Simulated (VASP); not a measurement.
Set up this calculation in VASP 6.6.1, as the native input.

```
Task                   : relaxation of cell and atoms
Functional             : LDA
Potentials or basis    : VASP PAW LDA potentials, release 64 (Sn_d, O)
Cutoff                 : 600 eV
k mesh                 : 6 × 8 × 4
Occupations            : gaussian, width 0.02 eV
Spin                   : no spin polarisation
Dipole correction      : no
Further INCAR settings : ALGO = Normal; EDIFF = 1e-06; IBRION = 2; EDIFFG = -0.005; NSW = 100; ISIF = 3
```

The structure of SnO2 lies in POSCAR:

```
SnO2
1.0
    5.2272523654      0.0000000000      0.0000000000
    0.0000000000      3.4584102516      0.0000000000
    0.0000000000      0.0000000000      7.0304727556
Sn O
4 8
Direct
    0.7635405966      0.2500000000      0.4160328987
    0.2364594034      0.7500000000      0.5839671013
    0.7364594034      0.7500000000      0.9160328987
    0.2635405966      0.2500000000      0.0839671013
    0.4767217844      0.7500000000      0.1388508635
    0.6230270061      0.7500000000      0.6087185229
    0.5232782156      0.2500000000      0.8611491365
    0.3769729939      0.2500000000      0.3912814771
    0.0232782156      0.2500000000      0.6388508635
    0.8769729939      0.2500000000      0.1087185229
    0.1230270061      0.7500000000      0.8912814771
    0.9767217844      0.7500000000      0.3611491365
```

The input as run:

INCAR

```
SYSTEM = SnO2
PREC = Accurate ; ENCUT = 600
EDIFF = 1E-6 ; ISMEAR = 0
SIGMA = 0.02 ; LREAL = .False.
LASPH = .True. ; NELM = 100
ALGO = Normal ; ISIF = 3
LWAVE = .False. ; LCHARG = .False.
IBRION = 2 ; NSW = 100
EDIFFG = -0.005 ; KPAR = 2
```

KPOINTS

```
regular mesh
0
Gamma
  6 8 4
  0 0 0
```

Potentials or basis: VASP PAW LDA potentials, release 64 (Sn_d, O).

Command:

```console
$ cat potpaw_LDA.64/Sn_d/POTCAR potpaw_LDA.64/O/POTCAR > POTCAR
$ mpirun -np 2 vasp_std > vasp.out
```

It gave:

The relaxed volume is 10.57 Å³/atom, the relaxed cell is a = 5.250 Å, b = 3.451 Å, c = 6.997 Å, α = 90.00°, β = 90.00°, γ = 90.00° and the space group after relaxing (to 0.1 Å) is Pnma (No. 62). The energy gained by relaxing is 0.4 meV/atom and the ionic steps are 22. The pressure after relaxing is 0.0 GPa, the largest force after relaxing is 0.005 eV/Å and the band gap on the k mesh is 0.62 eV (least direct gap 0.76 eV).

Caveat: semilocal functionals underestimate gaps, and a narrow one can read as zero; spin-orbit coupling is left out, which moves the levels of the heavy elements.

Wall time 16 min on 2 MPI ranks on Intel(R) Xeon(R) 6975P-C (Granite Rapids) (shared host), peak memory 0.48 GiB a rank.
